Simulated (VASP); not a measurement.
# Mg3Te2O (P6/mmm) in VASP: notebook, part 2 of 2

VASP 6.6.1.

**3. Single point, PBE**

This run uses another cell than the first one, of 29.53 Å³/atom.

The input, INCAR:

```
ALGO     = Normal         # electronic algorithm
EDIFF    = 1E-6           # SCF threshold, eV
ENCUT    = 520            # plane-wave cutoff, eV
GGA      = PE             # functional
ISIF     = 2              # what is computed and relaxed
ISMEAR   = 0              # smearing method
LASPH    = T              # aspherical terms in the spheres
LCHARG   = F              # write CHGCAR
LREAL    = F              # projectors in reciprocal space
LWAVE    = F              # write WAVECAR
NBANDS   = 21             # bands
NELM     = 80             # most SCF steps
PREC     = Accurate       # precision mode
SIGMA    = 0.1            # smearing width, eV
```

The input, KPOINTS:

```
k-points
0
Gamma
  3 3 4
```

The input, POSCAR:

```
Mg3Te2O
1.0
    7.1801796174      0.0000000000      0.0000000000
   -3.5900898087      6.2182179524      0.0000000000
    0.0000000000      0.0000000000      3.9682481147
Mg Te O
3 2 1
Direct
    0.5000000000      0.0000000000      0.5000000000
    0.5000000000      0.5000000000      0.5000000000
    0.0000000000      0.5000000000      0.5000000000
    0.3333333333      0.6666666667      0.0000000000
    0.6666666667      0.3333333333      0.0000000000
    0.0000000000      0.0000000000      0.0000000000
```

Potentials or basis: VASP PAW PBE potentials, release 64 (Mg, Te, O).

The run is started by

```sh
$ cat potpaw_PBE.64/Mg/POTCAR potpaw_PBE.64/Te/POTCAR potpaw_PBE.64/O/POTCAR > POTCAR
$ mpirun -np 1 vasp_std > vasp.out
```

OUTCAR:

```text
EDIFF = 1E-6
   ENCUT = 520
   GGA = PE
   ISIF = 2
   ISMEAR = 0
   LASPH = T
   LREAL = F
   NELM = 80
   PREC = Accurate

 ion  position               nearest neighbor table
   1  0.500  0.000  0.500-   4 2.87   5 2.87   4 2.87   5 2.87   2 3.59   3 3.59   2 3.59   3 3.59

   2  0.500  0.500  0.500-   4 2.87   5 2.87   4 2.87   5 2.87   1 3.59   1 3.59   3 3.59   3 3.59

   3  0.000  0.500  0.500-   4 2.87   5 2.87   4 2.87   5 2.87   1 3.59   1 3.59   2 3.59   2 3.59
[... 410 lines left out ...]
  -------------------------------------------------------------------------------------
  Total       -0.0246073     -0.0246073      0.1934955      0.0000000     -0.0000000      0.0000000
  in kB       -0.2225227     -0.2225227      1.7497718      0.0000000     -0.0000000      0.0000000
  external PRESSURE =       0.4349088 kB  Pullay stress =       0.0000000 kB

 VOLUME and BASIS-vectors are now :
 -----------------------------------------------------------------------------
  energy-cutoff  :      520.00
  volume of cell :      177.17
      direct lattice vectors                 reciprocal lattice vectors
     7.180179617  0.000000000  0.000000000     0.139272282  0.080408889  0.000000000
    -3.590089809  6.218217952  0.000000000     0.000000000  0.160817779  0.000000000
     0.000000000  0.000000000  3.968248115     0.000000000  0.000000000  0.252000372

 POSITION                                       TOTAL-FORCE (eV/Angst)
 -----------------------------------------------------------------------------------
      3.59009      0.00000      1.98412        -0.000000      0.000000      0.000000
      1.79504      3.10911      1.98412        -0.000000      0.000000      0.000000
     -1.79504      3.10911      1.98412        -0.000000      0.000000      0.000000
     -0.00000      4.14548      0.00000        -0.000000      0.000000     -0.000000
      3.59009      2.07274      0.00000         0.000000     -0.000000      0.000000
      0.00000      0.00000      0.00000        -0.000000      0.000000      0.000000
 -----------------------------------------------------------------------------------
    total drift:                                0.000000      0.000000     -0.000000

  FREE ENERGIE OF THE ION-ELECTRON SYSTEM (eV)
  ---------------------------------------------------
  free  energy   TOTEN  =       -15.4938684548 eV

  energy  without entropy=      -15.4419535654  energy(sigma->0) =      -15.46791101
```

It took 73 s on 1 thread of Intel Xeon Platinum 8259CL at 2.50GHz (Skylake/Cascade Lake), shared host; peak memory 0.29 GiB.

What came out:

- Free energy: -15.4939 eV
- Pressure: 0.0 GPa
- Band gap on the k mesh: zero (bands 12 and 13 overlap by 0.08 eV)

Caveat: the k points lie up to 0.40 Å⁻¹ apart; semilocal functionals underestimate gaps, so a narrow gap can read as zero; spin-orbit coupling is left out, which moves the levels of the heavy elements.

**4. Relaxation of cell and atoms, PBE**

The input, INCAR:

```
SYSTEM = Mg3Te2O
ALGO = Normal ; EDIFF = 1E-7
EDIFFG = -0.04 ; ENCUT = 600
GGA = PE ; IBRION = 2
ISIF = 3 ; ISMEAR = 0
LASPH = .True. ; LCHARG = .False.
LREAL = .False. ; LWAVE = .False.
NELM = 100 ; NSW = 90
PREC = Accurate ; SIGMA = 0.1
```

The input, KPOINTS:

```
k-points
0
Gamma
  3 3 4
  0 0 0
```

The input, POSCAR:

```
Mg3Te2O
1.0
    5.8163783800      0.0000000000      0.0000000000
   -2.9081891900      5.0371314300      0.0000000000
    0.0000000000      0.0000000000      4.5125907600
Mg Te O
3 2 1
Direct
    0.5000000000      0.0000000000      0.5000000000
    0.5000000000      0.5000000000      0.5000000000
    0.0000000000      0.5000000000      0.5000000000
    0.3333333300      0.6666666700      0.0000000000
    0.6666666700      0.3333333300      0.0000000000
    0.0000000000      0.0000000000      0.0000000000
```

The run is started by

```sh
$ cat potpaw_PBE.64/Mg/POTCAR potpaw_PBE.64/Te/POTCAR potpaw_PBE.64/O/POTCAR > POTCAR
$ mpirun -np 1 vasp_std > vasp.out
```

Run time: 5.6 min. Hardware: 1 thread of Intel Xeon Platinum 8259CL at 2.50GHz (Skylake/Cascade Lake), shared host; peak memory 0.3 GiB.

Results (log left out):

- Free energy: -15.4550 eV
- Relaxed volume: 29.16 Å³/atom
- Relaxed cell: a = 7.115 Å, b = 7.115 Å, c = 3.992 Å, α = 90.00°, β = 90.00°, γ = 120.00°
- Space group after relaxing (to 0.1 Å): P6/mmm (No. 191)
- Energy gained by relaxing: 340.3 meV/atom
- Ionic steps: 9
- Pressure after relaxing: 0.0 GPa
- Band gap on the k mesh: zero (bands 12 and 13 overlap by 0.07 eV)

Stress tensor (GPa, compression positive):
```
 0.06  0.00  0.00
 0.00  0.06  0.00
 0.00  0.00 -0.14
```

Step by step:
```tsv
step	energy change (eV)	largest force (eV/Å)	pressure (GPa)	volume (Å³)
1	0.0000	0.0000	8.43	132.21
2	-0.8627	0.0000	0.87	155.55
3	-1.0008	0.0000	-1.53	168.63
4	-1.7288	0.0000	-1.22	175.82
5	-2.0037	0.0000	-0.74	181.62
6	-2.0203	0.0000	-1.02	180.22
7	-2.0251	0.0000	-0.97	180.56
8	-2.0410	0.0000	0.21	173.82
9	-2.0418	0.0000	-0.01	174.99
```

Final structure:
```
Mg Te O
1.0
     7.11476    0.00000    0.00000
    -3.55738    6.16156    0.00000
     0.00000    0.00000    3.99164
Mg Te O
3 2 1
Cartesian
  3.5574 0.0000 1.9958
  1.7787 3.0808 1.9958
  -1.7787 3.0808 1.9958
  0.0000 4.1077 0.0000
  3.5574 2.0539 0.0000
  0.0000 0.0000 0.0000
```

Levels at points of the mesh, in eV from the Fermi level:
| k point | band 9 | band 10 | band 11 | band 12 | band 13 | band 14 | band 15 | band 16 |
| --- | --- | --- | --- | --- | --- | --- | --- | --- |
| (0.00, 0.00, 0.00) | -1.96 | -0.28 | -0.13 | -0.13 | 0.04 | 2.33 | 2.56 | 3.26 |
| (0.00, 0.00, 0.50) | -2.17 | -0.55 | -0.48 | -0.48 | 0.01 | 0.01 | 1.26 | 1.26 |

Caveat: the k points lie up to 0.39 Å⁻¹ apart in the final cell; the volume moved by over 15 % at a fixed basis, so the end points are rough; semilocal functionals underestimate gaps, so a narrow gap can read as zero; spin-orbit coupling is left out, which moves the levels of the heavy elements.

**5. The runs side by side**

| task | cell | cutoff (eV) | gap on the mesh (eV) | pressure (GPa) |
| --- | --- | --- | --- | --- |
| single point | a = 5.816, b = 5.816, c = 4.513 Å, angles 90.0, 90.0, 120.0°, 6 atoms | 520 | none | 8.4 |
| single point | a = 7.180, b = 7.180, c = 3.968 Å, angles 90.0, 90.0, 120.0°, 6 atoms | 520 | none | 0.0 |
| relaxation of cell and atoms | relaxed from a = 5.816, b = 5.816, c = 4.513 Å, angles 90.0, 90.0, 120.0°, 6 atoms | 600 | none | 0.0 |

Alike in all rows: level PBE; potentials or basis VASP PAW PBE potentials, release 64 (Mg, Te, O); no spin polarisation; k mesh 3 × 3 × 4; smearing gaussian 0.1 eV.

Caveats: all runs use coarse meshes; semilocal functionals underestimate gaps, so a narrow gap can read as zero; spin-orbit coupling is left out, which moves the levels of the heavy elements; the volume moved by over 15 % at a fixed basis, so the end points are rough (at least some runs).

Total energies depend on the potentials used, so only differences within one code and one set of settings carry meaning.
